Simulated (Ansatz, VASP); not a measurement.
Two plane-wave programs on SiNi3

File POSCAR:

```
SiNi3
1.0
    3.5324564107      0.0000000000      0.0000000000
    0.0000000000      3.5324564107      0.0000000000
    0.0000000000      0.0000000000      3.5324564107
Si Ni
1 3
Direct
    0.0000000000      0.0000000000      0.0000000000
    0.0000000000      0.5000000000      0.5000000000
    0.5000000000      0.0000000000      0.5000000000
    0.5000000000      0.5000000000      0.0000000000
```

INCAR.step1

```
SYSTEM = SiNi3
PREC = Accurate ; ENCUT = 520
ISMEAR = 0 ; SIGMA = 0.1
LREAL = .False. ; LASPH = .True.
NELM = 80 ; NBANDS = 25
GGA = PE ; ALGO = Normal
EDIFF = 1E-4 ; LWAVE = .True.
LCHARG = .False.
```

Contents of INCAR.step2:

```
SYSTEM = SiNi3
PREC = Accurate ; ENCUT = 520
EDIFF = 1E-6 ; ISMEAR = 0
SIGMA = 0.1 ; LREAL = .False.
LASPH = .True. ; NELM = 80
ALGO = Normal ; ISIF = 2
LWAVE = .False. ; LCHARG = .False.
METAGGA = R2SCAN ; LMIXTAU = .True.
NBANDS = 25 ; ISTART = 1
```

The input KPOINTS:

```
regular mesh
0
Gamma
  12 12 12
  0 0 0
```

Input for Ansatz:

```yaml
crystal:
  lattice:
    - [3.5324564107, 0.0, 0.0]
    - [0.0, 3.5324564107, 0.0]
    - [0.0, 0.0, 3.5324564107]
  atoms:
    - { symbol: Si, position: [0.0, 0.0, 0.0] }
    - { symbol: Ni, position: [0.0, 0.5, 0.5] }
    - { symbol: Ni, position: [0.5, 0.0, 0.5] }
    - { symbol: Ni, position: [0.5, 0.5, 0.0] }
basis:
  ecutwfc: 500
kpoints:
  mp_grid: { grid: [12, 12, 12] }
hamiltonian:
  xc: r2scan
scf:
  occupations: { method: gaussian, width: 0.1 }
output:
  forces: true
  stress: true
  eigenvalues: true
  write_density: true
  write_potential: true
  elf: true
  volumetric_format: npy
```

Alike in both runs: task single point; functional r2SCAN; k mesh 12 × 12 × 12; occupations gaussian, width 0.1 eV; no spin polarisation.

|  | VASP | Ansatz |
| --- | --- | --- |
| version | VASP 6.6.1 | Ansatz 0.2.0 |
| potentials or method | VASP PAW PBE potentials, release 64 (Si, Ni), cutoff 520 eV | scalar-relativistic, plane waves, PAW |
| valence electrons in the cell | 34 | 58 |

```tsv
	VASP	Ansatz	Ansatz less VASP
gap on the k mesh at the Fermi level (eV)	none	none	-
pressure (GPa)	-11.7	-12.2	-0.46
```

VASP's potentials were made for PBE, not for r2SCAN. A gap of «none» marks a metal or a gap that the smearing closes. VASP's potentials hold 34 valence electrons a cell and Ansatz's 58, so a difference there can come from the potentials and not from the codes.
